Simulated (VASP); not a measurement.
AgO: single point with PBEsol

Crystal: AgO.

```
CELL_PARAMETERS angstrom
0.00000 2.40800 2.46820
2.40800 0.00000 2.46820
2.40800 2.40800 0.00000
ATOMIC_POSITIONS crystal
Ag 0.00000 0.00000 0.00000
O 0.75000 0.75000 0.75000
```

This cell differs from its parent crystal: strain +0.000 along x and y, +0.025 along z.

```json
{
 "Program": "VASP 6.6.1",
 "Task": "single point",
 "Functional": "PBEsol",
 "Potentials or basis": "VASP PAW PBE potentials, release 64 (Ag, O)",
 "Cutoff": "520 eV",
 "k mesh": "18 × 18 × 18",
 "Occupations": "gaussian, width 0.15 eV",
 "Spin": "no spin polarisation",
 "Dipole correction": "no",
 "Further INCAR settings": "ALGO = Normal; EDIFF = 1e-07; NBANDS = 16"
}
```

```yaml
Pressure: 7.0 GPa
Band_gap_on_the_k_mesh: zero (an odd number of electrons rules out a gap without spin polarisation)
```

Stress tensor (GPa, compression positive):
```
6.80 0.00 0.00
0.00 6.80 0.00
0.00 0.00 7.36
```

Levels at points of the mesh, in eV from the Fermi level:
```tsv
k point	band 7	band 8	band 9	band 10	band 11	band 12
(0.00, 0.00, 0.00)	0.21	0.83	0.90	0.90	13.92	13.94
(0.50, 0.00, 0.00)	-2.79	-0.06	-0.03	5.39	6.87	13.64
(0.50, 0.50, 0.00)	-1.93	-1.40	-1.40	5.96	8.70	11.61
(0.50, 0.00, 0.50)	-1.79	-1.47	-1.34	5.97	9.08	11.31
```

Wall time 100 s on 1 thread of Intel(R) Xeon(R) 6975P-C (Granite Rapids), with other jobs on the host, peak memory 0.33 GiB.

Caveat: the cell differs from its parent crystal (strain +0.000 along x and y, +0.025 along z); the cell stands under pressure; the PAW data sets were made with another functional, which shifts forces and pressure a little; an odd number of electrons without spin polarisation forces a metal; a magnetic or distorted state may lie lower.
